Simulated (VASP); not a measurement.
Write the native input for VASP 6.6.1 that does the following.

| Property | Result |
| --- | --- |
| Task | single point |
| Functional | PBE |
| Potentials or basis | VASP PAW PBE potentials, release 64 (Cu) |
| Cutoff | 520 eV |
| k mesh | 10 × 10 × 9 |
| Occupations | gaussian, width 0.1 eV |
| Spin | no spin polarisation |
| Dipole correction | no |
| Further INCAR settings | ALGO = Normal; EDIFF = 1e-06; NBANDS = 12 |

The structure of Cu lies in POSCAR:

```
Cu
1.0
   -1.4539857600      1.4643106900      1.3739820400
    1.4487133000     -1.4679854000      1.3723068300
    1.4251542200      1.4391538600     -1.3778349000
Cu
1
Direct
    0.0000000000      0.0000000000      0.0000000000
```

One way to write it, as run:

INCAR

```
SYSTEM = Cu
PREC = Accurate
ENCUT = 520
EDIFF = 1E-6
ISMEAR = 0
SIGMA = 0.1
LREAL = .FALSE.
LASPH = .TRUE.
NELM = 80
ALGO = Normal
ISIF = 2
LWAVE = .FALSE.
LCHARG = .FALSE.
GGA = PE
NBANDS = 12
```

KPOINTS

```
Automatic mesh
0
G
  10 10 9
  0 0 0
```

Potentials or basis: VASP PAW PBE potentials, release 64 (Cu).

Command:

```bash
$ cat potpaw_PBE.64/Cu/POTCAR > POTCAR
$ mpirun -np 1 vasp_std > vasp.out
```

It gave:

* Pressure: 7.9 GPa
* Band gap on the k mesh: zero (an odd number of electrons rules out a gap without spin polarisation)

Caveat: the cell stands under pressure.

Wall time 20 s on 1 thread of Intel(R) Xeon(R) 6975P-C (Granite Rapids) (shared host), peak memory 0.17 GiB.
